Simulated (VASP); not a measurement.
## Si18N24O (a cell with a defect): single point with PBE

System: Si18N24O (a cell with a defect).

```
Si N O
1.0
     7.66339    0.00000    0.00000
    -3.83169    6.63669    0.00000
     0.00000    0.00000    8.77842
Si N O
18 24 1
Direct
  0.23521 0.82860 0.25200
  0.40495 0.23273 0.08582
  0.82557 0.59657 0.08578
  0.17307 0.40773 0.25239
  0.59135 0.76933 0.25154
  0.76772 0.17541 0.08581
  0.23410 0.84625 0.58576
  0.40563 0.23337 0.41782
  0.81471 0.59119 0.41132
  0.17525 0.41114 0.58578
  0.58756 0.76921 0.58572
  0.76691 0.17371 0.41901
  0.23526 0.82866 0.91952
  0.40566 0.23338 0.75383
  0.81477 0.59127 0.76023
  0.17306 0.40772 0.91916
  0.59134 0.76935 0.91989
  0.76690 0.17370 0.75257
  0.33196 0.66705 0.25038
  0.66623 0.33528 0.08579
  0.96987 0.67496 0.25239
  0.30073 0.97194 0.08579
  0.66809 0.70015 0.08575
  0.32713 0.29988 0.25211
  0.02945 0.33329 0.08579
  0.70318 0.03098 0.25182
  0.32750 0.67272 0.58573
  0.66602 0.33388 0.41776
  0.95489 0.66886 0.58577
  0.32110 0.97632 0.41314
  0.65982 0.69517 0.41849
  0.32942 0.30087 0.58580
  0.02952 0.33528 0.41956
  0.70008 0.03122 0.58574
  0.33195 0.66702 0.92106
  0.66607 0.33395 0.75379
  0.96992 0.67509 0.91917
  0.32112 0.97631 0.75844
  0.65985 0.69525 0.75300
  0.32718 0.29991 0.91949
  0.02952 0.33518 0.75202
  0.70306 0.03098 0.91969
  0.02315 0.89203 0.58583
```

```
Program             : VASP 6.6.1
Task                : single point
Functional          : PBE
Potentials or basis : VASP PAW PBE potentials, release 64 (Si, N, O)
Cutoff              : 520 eV
k mesh              : 1 × 1 × 1, shifted
Occupations         : fermi-dirac, width 0.01 eV
Spin                : no spin polarisation
```

| Item | Value |
| --- | --- |
| Pressure | 1.3 GPa |
| Largest force | 0.196 eV/Å |
| Band gap on the k mesh | 4.27 eV |

Forces on the atoms (eV/Å):
```
Si   0.003  0.009  0.002
Si  -0.001 -0.012  0.002
Si  -0.003  0.002 -0.002
Si   0.001 -0.002  0.000
Si  -0.006  0.005  0.006
Si   0.001  0.000  0.000
Si   0.071 -0.009 -0.002
Si   0.006 -0.005 -0.003
Si   0.010 -0.004  0.014
Si   0.003 -0.006  0.000
Si  -0.001  0.009  0.000
Si  -0.002  0.000  0.005
Si   0.003  0.006 -0.001
Si   0.009 -0.003  0.003
Si   0.008 -0.005 -0.009
Si   0.000 -0.002 -0.001
Si  -0.006  0.004 -0.006
Si  -0.001  0.001 -0.007
N    0.005 -0.001  0.001
N   -0.004  0.000  0.000
N    0.002  0.000 -0.001
N   -0.004  0.003  0.001
N    0.007  0.002  0.000
N   -0.002  0.003 -0.002
N   -0.001 -0.002  0.000
N    0.002 -0.005 -0.002
N    0.002 -0.002  0.000
N    0.000 -0.001 -0.003
N    0.021 -0.150 -0.002
N   -0.006  0.000 -0.010
N   -0.008  0.003 -0.012
N   -0.006 -0.008  0.001
N   -0.002 -0.002 -0.005
N    0.001  0.001  0.000
N    0.007 -0.001 -0.001
N   -0.001  0.001  0.003
N    0.000 -0.001  0.000
N   -0.010 -0.001  0.007
N   -0.007  0.002  0.013
N   -0.003  0.002  0.001
N   -0.003 -0.002  0.005
N    0.003 -0.005  0.003
O   -0.086  0.177  0.004
```

Stress tensor (GPa, compression positive):
```
 0.66  1.65  0.00
 1.65  1.98 -0.02
 0.00 -0.02  1.34
```

Levels at points of the mesh, in eV from the valence-band top:
```tsv
k point	band 96	band 97	band 98	band 99	band 100	band 101	band 102	band 103
(0.25, 0.25, 0.25)	-0.36	-0.19	-0.07	0.00	4.27	5.05	5.21	5.34
```

Run time: 4.5 min on 1 thread of Intel Xeon 8259CL, with other jobs on the host, peak memory 0.54 GiB.
